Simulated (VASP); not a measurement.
# PtSe2 in VASP: single point with PBEsol

Aim: the single point of PtSe2 with PBEsol.

Everything below comes from runs of VASP 6.6.1. Logs are shortened: lines on timing, memory, paths and dates and some standing lists are left out, and cuts for length are marked.

## Step 1: The cell of the first run

The cell holds a slab with vacuum, 9 atoms: a = 3.760 Å, b = 3.760 Å, c = 27.263 Å, α = 90.00°, β = 90.00°, γ = 120.00°.

## Step 2: Single point, PBEsol

Input file INCAR:

```
PREC     = Accurate       # precision mode
ENCUT    = 520            # plane-wave cutoff, eV
EDIFF    = 1E-6           # SCF threshold, eV
ISMEAR   = 0              # smearing method
SIGMA    = 0.1            # smearing width, eV
LREAL    = F              # projectors in reciprocal space
LASPH    = T              # aspherical terms in the spheres
NELM     = 60             # most SCF steps
ALGO     = Normal         # electronic algorithm
ISIF     = 2              # what is computed and relaxed
LWAVE    = F              # write WAVECAR
LCHARG   = F              # write CHGCAR
LDIPOL   = T            
IDIPOL   = 3            
DIPOL    = 0.5 0.5 0.500
GGA      = PS             # functional
NBANDS   = 43             # bands
```

Input file KPOINTS:

```
regular mesh
0
Gamma
  9 9 1
```

Input file POSCAR:

```
PtSe2
1.0
    3.7603065707      0.0000000000      0.0000000000
   -1.8801532853      3.2565210162      0.0000000000
    0.0000000000      0.0000000000     27.2629335211
Se Pt
6 3
Direct
    0.6666666667      0.3333333333      0.2750987891
    0.3333333333      0.6666666667      0.3681355810
    0.6666666667      0.3333333333      0.4534816041
    0.3333333333      0.6666666667      0.5465183959
    0.6666666667      0.3333333333      0.6318644190
    0.3333333333      0.6666666667      0.7249012109
    0.0000000000      0.0000000000      0.3216171851
    0.0000000000      0.0000000000      0.5000000000
    0.0000000000      0.0000000000      0.6783828149
```

Potentials or basis: VASP PAW PBE potentials, release 64 (Se, Pt).

Run with:

```sh
$ cat potpaw_PBE.64/Se/POTCAR potpaw_PBE.64/Pt/POTCAR > POTCAR
$ mpirun -np 1 vasp_std > vasp.out
```

OUTCAR:

```text
PREC = Accurate
   ENCUT = 520
   EDIFF = 1E-6
   ISMEAR = 0
   LREAL = F
   LASPH = T
   NELM = 60
   ISIF = 2
   GGA = PS

 ion  position               nearest neighbor table
   1  0.667  0.333  0.275-   7 2.51   7 2.51   7 2.51
   2  0.333  0.667  0.368-   7 2.51   7 2.51   7 2.51
   3  0.667  0.333  0.453-   8 2.51   8 2.51   8 2.51
   4  0.333  0.667  0.547-   8 2.51   8 2.51   8 2.51
   5  0.667  0.333  0.632-   9 2.51   9 2.51   9 2.51
   6  0.333  0.667  0.725-   9 2.51   9 2.51   9 2.51
   7  0.000  0.000  0.322-   2 2.51   2 2.51   2 2.51   1 2.51   1 2.51   1 2.51
   8  0.000  0.000  0.500-   3 2.51   4 2.51   4 2.51   3 2.51   3 2.51   4 2.51
   9  0.000  0.000  0.678-   5 2.51   5 2.51   5 2.51   6 2.51   6 2.51   6 2.51

  LATTYP: Found a hexagonal cell.
 ALAT       =     3.7603065707
 C/A-ratio  =     7.2501890494

  Lattice vectors:

 A1 = (   3.7603065707,   0.0000000000,   0.0000000000)
 A2 = (  -1.8801532853,   3.2565210162,   0.0000000000)
 A3 = (   0.0000000000,   0.0000000000,  27.2629335211)

Analysis of symmetry for initial positions (statically):
=====================================================================
 Subroutine PRICEL returns:
 Original cell was already a primitive cell.

 Routine SETGRP: Setting up the symmetry group for a
 hexagonal supercell.

 Subroutine GETGRP returns: Found 12 space group operations
 (whereof 12 operations were pure point group operations)
 out of a pool of 24 trial point group operations.

The static configuration has the point symmetry D_3d.

Analysis of symmetry for dynamics (positions and initial velocities):
=====================================================================
 Subroutine PRICEL returns:
 Original cell was already a primitive cell.

 Routine SETGRP: Setting up the symmetry group for a
 hexagonal supercell.

 Subroutine GETGRP returns: Found 12 space group operations
 (whereof 12 operations were pure point group operations)
 out of a pool of 24 trial point group operations.

The dynamic configuration has the point symmetry D_3d.

 Subroutine INISYM returns: Found 12 space group operations
 (whereof 12 operations are pure point group operations),
 and found     1 'primitive' translations

----------------------------------------------------------------------------------------

                                     Primitive cell

  volume of cell :     333.8487

  direct lattice vectors                    reciprocal lattice vectors
     3.760306571  0.000000000  0.000000000     0.265935764  0.153538085  0.000000000
    -1.880153285  3.256521016  0.000000000     0.000000000  0.307076170  0.000000000
     0.000000000  0.000000000 27.262933521     0.000000000  0.000000000  0.036679839

  length of vectors
     3.760306571  3.760306571 27.262933521     0.307076170  0.307076170  0.036679839

  position of ions in fractional coordinates (direct lattice)
     0.666666667  0.333333333  0.275098789
     0.333333333  0.666666667  0.368135581
     0.666666667  0.333333333  0.453481604
     0.333333333  0.666666667  0.546518396
     0.666666667  0.333333333  0.631864419
     0.333333333  0.666666667  0.724901211
     0.000000000  0.000000000  0.321617185
     0.000000000  0.000000000  0.500000000
     0.000000000  0.000000000  0.678382815

  ion indices of the primitive-cell ions
   primitive index   ion index
                 1           1
                 2           2
                 3           3
                 4           4
                 5           5
                 6           6
                 7           7
                 8           8
                 9           9

----------------------------------------------------------------------------------------

 KPOINTS: regular mesh

Automatic generation of k-mesh.
 Grid dimensions read from file:
 generate k-points for:    9    9    1

 Generating k-lattice:

  Cartesian coordinates                     Fractional coordinates (reciprocal lattice)
     0.029548418  0.017059787  0.000000000     0.111111111 -0.000000000  0.000000000
     0.000000000  0.034119574  0.000000000     0.000000000  0.111111111  0.000000000
     0.000000000  0.000000000  0.036679839     0.000000000  0.000000000  1.000000000

  Length of vectors
     0.034119574  0.034119574  0.036679839

  Shift w.r.t. Gamma in fractional coordinates (k-lattice)
     0.000000000  0.000000000  0.000000000

 Subroutine IBZKPT returns following result:
 ===========================================

 Found     12 irreducible k-points:

 Following reciprocal coordinates:
            Coordinates               Weight
  0.000000  0.000000  0.000000      1.000000
  0.111111  0.000000  0.000000      6.000000
  0.222222  0.000000  0.000000      6.000000
  0.333333  0.000000  0.000000      6.000000
  0.444444  0.000000  0.000000      6.000000
  0.111111  0.111111  0.000000      6.000000
  0.222222  0.111111  0.000000     12.000000
  0.333333  0.111111  0.000000     12.000000
  0.444444  0.111111  0.000000      6.000000
  0.222222  0.222222  0.000000      6.000000
  0.333333  0.222222  0.000000     12.000000
  0.333333  0.333333  0.000000      2.000000
   k-points           NKPTS =     12   k-points in BZ     NKDIM =     12   number of bands    NBANDS=     43
   number of dos      NEDOS =    301   number of ions     NIONS =      9
   total plane-waves  NPLWV = 164640
   dimension x,y,z NGX =    28 NGY =   28 NGZ =  210
   dimension x,y,z NGXF=    56 NGYF=   56 NGZF=  420
   ions per type =               6   3
   NGX,Y,Z   is equivalent  to a cutoff of  12.38, 12.38, 12.81 a.u.
   NGXF,Y,Z  is equivalent  to a cutoff of  24.76, 24.76, 25.61 a.u.
 SYSTEM =  unknown system
   PREC   = accura    normal or accurate (medium, high low for compatibility)
   ISTART =      0    job   : 0-new  1-cont  2-samecut
   ICHARG =      2    charge: 1-file 2-atom 10-const
   ISPIN  =      1    spin polarized calculation?
   LNONCOLLINEAR =      F non collinear calculations
   LSORBIT =      F    spin-orbit coupling
   LASPH  =      T    aspherical Exc in radial PAW
   ENCUT  =  520.0 eV  38.22 Ry    6.18 a.u.   6.99  6.99 50.69*2*pi/ulx,y,z
   NELM   =     60;   NELMIN=  2; NELMDL= -5     # of ELM steps
   EDIFF  = 0.1E-05   stopping-criterion for ELM
   LREAL  =      F    real-space projection
   EDIFFG = 0.1E-04   stopping-criterion for IOM
   NSW    =      0    number of steps for IOM
   IBRION =     -1    ionic relax: 0-MD 1-quasi-New 2-CG
   NFREE  =      0    steps in history (QN), initial steepest desc. (CG)
   ISIF   =      2    stress and relaxation
   ISYM   =      2    0-nonsym 1-usesym 2-fastsym
   POTIM  = 0.5000    time-step for ionic-motion
   TEBEG  =    0.0;   TEEND  =   0.0 temperature during run
   PSTRESS=    0.0 pullay stress
   NELECT =      66.0000    total number of electrons
   NUPDOWN=      -1.0000    fix difference up-down
   EMIN   =  10.00;   EMAX   =-10.00  energy-range for DOS
   EFERMI =   0.00;   METHOD = LEGACY
   ISMEAR =     0;   SIGMA  =   0.10  broadening in eV -4-tet -1-fermi 0-gaus
   EFERMI_NEDOS =   21; number of points for ismear=-14 and -15
   IALGO  =     38    algorithm
   IMIX   =      4    mixing-type and parameters
     AMIX     =   0.40;   BMIX     =  1.00
     AMIX_MAG =   1.60;   BMIX_MAG =  1.00
  volume/ion in A,a.u.               =      37.09       250.32
  Fermi-wavevector in a.u.,A,eV,Ry     =   0.953688  1.802209 12.374777  0.909520
  Thomas-Fermi vector in A             =   2.082366
   LORBIT       =      0    0 simple, 1 ext, 2 COOP (PROOUT), +10 PAW based schemes
   GGA     = PS    functional components
   LHFCALC =     F    Hartree Fock is set to
   AEXX    =    0.0000 exact exchange contribution
   IVDW    =     0    specifies the selected vdW correction
   LEPSILON=     F    determine dielectric tensor
   LRPA    =     F    only Hartree local field effects (RPA)
 non-spin polarized calculation
 Gauss-broadening in eV      SIGMA  =   0.10
  energy-cutoff  :      520.00
  volume of cell :      333.85
 maximum number of plane-waves:      9025
 NGX is ok and might be reduce to    28
   NGX = 13   NGY = 13   NGZ =101

 dipolmoment           0.000000      0.000000     -0.000000 electrons x Angstroem

 number of electron      65.9999985 magnetization

 dipolmoment           0.000000      0.000000      0.000000 electrons x Angstroem

 Free energy of the ion-electron system (eV)
  ---------------------------------------------------
  ext. energy  EPLUGINS =         0.00000000
  ---------------------------------------------------
  free energy    TOTEN  =       -47.56184670 eV

  energy without entropy =      -47.55484701  energy(sigma->0) =      -47.55834686

 E-fermi :   1.3737     XC(G=0):  -6.3384

 val. band max:        1.2790412890   @ k =   0.1111   0.0000   0.0000
 cond. band min:       1.4133290224   @ k =   0.0000   0.0000   0.0000
 fundamental gap:      0.1342877335
 Fermi energy:         1.3737482299

 k-point     1 :       0.0000    0.0000    0.0000
  band No.  band energies     occupation
      1     -14.3325      2.00000
      2     -14.0027      2.00000
      3     -13.6813      2.00000
      4     -12.5096      2.00000
      5     -11.9272      2.00000
      6     -11.5109      2.00000
[... 35 lines left out ...]
     42       5.3822      0.00000
     43       5.4020      0.00000

 k-point     2 :       0.1111    0.0000    0.0000
  band No.  band energies     occupation
      1     -14.1998      2.00000
      2     -13.8755      2.00000
      3     -13.5544      2.00000
      4     -12.4859      2.00000
      5     -11.9415      2.00000
      6     -11.5685      2.00000
[... 452 lines left out ...]
 k-point    12 :       0.3333    0.3333    0.0000
  band No.  band energies     occupation
      1     -12.3830      2.00000
      2     -12.3830      2.00000
      3     -12.3481      2.00000
      4     -12.3481      2.00000
      5     -12.1142      2.00000
      6     -12.1142      2.00000
[... 35 lines left out ...]
     42       7.4204      0.00000
     43       8.5454      0.00000

------------------------ aborting loop because EDIFF is reached ----------------------------------------

 vacuum level on the upper side and lower side of the slab       (xc-potential included)        -0.189        -0.189

  FORCE on cell =-STRESS in cart. coord.  units (eV):
  Direction    XX          YY          ZZ          XY          YZ          ZX
  --------------------------------------------------------------------------------------
  -------------------------------------------------------------------------------------
  Total       -1.2773193     -1.2773193     -0.1951016     -0.0000000      0.0000000      0.0000000
  in kB       -6.1299979     -6.1299979     -0.9363142     -0.0000000      0.0000000      0.0000000
  external PRESSURE =      -4.3987700 kB  Pullay stress =       0.0000000 kB

 VOLUME and BASIS-vectors are now :
 -----------------------------------------------------------------------------
  energy-cutoff  :      520.00
  volume of cell :      333.85
      direct lattice vectors                 reciprocal lattice vectors
     3.760306571  0.000000000  0.000000000     0.265935764  0.153538085  0.000000000
    -1.880153285  3.256521016  0.000000000     0.000000000  0.307076170  0.000000000
     0.000000000  0.000000000 27.262933521     0.000000000  0.000000000  0.036679839

 POSITION                                       TOTAL-FORCE (eV/Angst)
 -----------------------------------------------------------------------------------
      1.88015      1.08551      7.50000        -0.000000      0.000000     -0.049023
     -0.00000      2.17101     10.03646        -0.000000      0.000000     -0.131065
      1.88015      1.08551     12.36324        -0.000000      0.000000     -0.019679
     -0.00000      2.17101     14.89969         0.000000      0.000000      0.019679
      1.88015      1.08551     17.22648         0.000000     -0.000000      0.131065
     -0.00000      2.17101     19.76293         0.000000     -0.000000      0.049023
      0.00000      0.00000      8.76823         0.000000     -0.000000      0.180194
      0.00000      0.00000     13.63147         0.000000      0.000000      0.000000
      0.00000      0.00000     18.49471         0.000000      0.000000     -0.180194
 -----------------------------------------------------------------------------------
    total drift:                               -0.000000      0.000000      0.000000

  FREE ENERGIE OF THE ION-ELECTRON SYSTEM (eV)
  ---------------------------------------------------
  free  energy   TOTEN  =       -47.5618467043 eV

  energy  without entropy=      -47.5548470094  energy(sigma->0) =      -47.55834686

 vacuum level on the upper side and lower side of the slab         5.946         5.946
```

Wall time 11 min (1 thread of AMD EPYC 7R13, shared host); peak memory 0.46 GiB.

What came out:

| Item | Value |
| --- | --- |
| Free energy | -47.5618 eV |
| Largest force | 0.180 eV/Å |
| Band gap on the k mesh | 0.06 eV (least direct gap 0.78 eV) |

Forces in eV/Å, atoms in the order of the input:
```
Se   0.000  0.000 -0.049
Se   0.000  0.000 -0.131
Se   0.000  0.000 -0.020
Se   0.000  0.000  0.020
Se   0.000  0.000  0.131
Se   0.000  0.000  0.049
Pt   0.000  0.000  0.180
Pt   0.000  0.000  0.000
Pt   0.000  0.000 -0.180
```

Caveat: the smearing spreads over this small gap; the PAW data sets were made with another functional, which shifts forces and pressure a little; spin-orbit coupling is left out, which moves the levels of the heavy elements.

The gap in the log of VASP goes by the Fermi energy; the results here count the filled bands.